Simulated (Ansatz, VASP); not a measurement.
## One calculation of CaZn2Re2, two programs

```
Zn Ca Re
1.0
     3.99106    0.00000    0.00000
    -1.99553    3.45636    0.00000
     0.00000    0.00000    6.70779
Zn Ca Re
2 1 2
Direct
  0.33330 0.66670 0.63070
  0.66670 0.33330 0.36930
  0.00000 0.00000 0.00000
  0.33330 0.66670 0.25710
  0.66670 0.33330 0.74290
```

Alike in both runs: task single point; functional PBEsol; k mesh 5 × 5 × 3; collinear spin; Hubbard terms Re d U = 1.0 eV.

```csv
,VASP,Ansatz
version,VASP 6.6.1,Ansatz 0.2.0
potentials or method,"VASP PAW PBE potentials, release 64 (Zn, Ca_sv, Re), cutoff 520 eV",PAW plane waves
occupations,"fermi-dirac, width 0.1 eV",fermi-dirac
valence electrons in the cell,48,64
```

```tsv
	VASP	Ansatz	Ansatz less VASP
gap on the k mesh at the Fermi level (eV)	none	none	-
pressure (GPa)	10.9	10.3	-0.58
traceless stress, the component that is largest in VASP (GPa)	-1.42	-1.27	+0.142
rms of the force components (eV/Å)	0.091	0.069	-0.0225
net moment per atom (μB)	0.85	0.85	-0.006
size of the moment on the site where the two differ most (μB)	2.24	1.44	-0.793
```

VASP's potentials were made for PBE, not for PBEsol. Site moments also hang on the region over which each program counts them. The programs project onto different local orbitals, so the same U acts differently, and such runs can settle in different states. Atom by atom the forces differ by 0.032 eV/Å (rms over components). A gap of «none» marks a metal or a gap that the smearing closes. VASP's potentials hold 48 valence electrons a cell and Ansatz's 64, so a difference there can come from the potentials and not from the codes. Ansatz's warnings: filled band counts differ across k points, no starting moments, structure snapped to symmetry.

The k mesh is coarse, so the values compare programs but aren't converged. Spin-orbit coupling is off throughout.
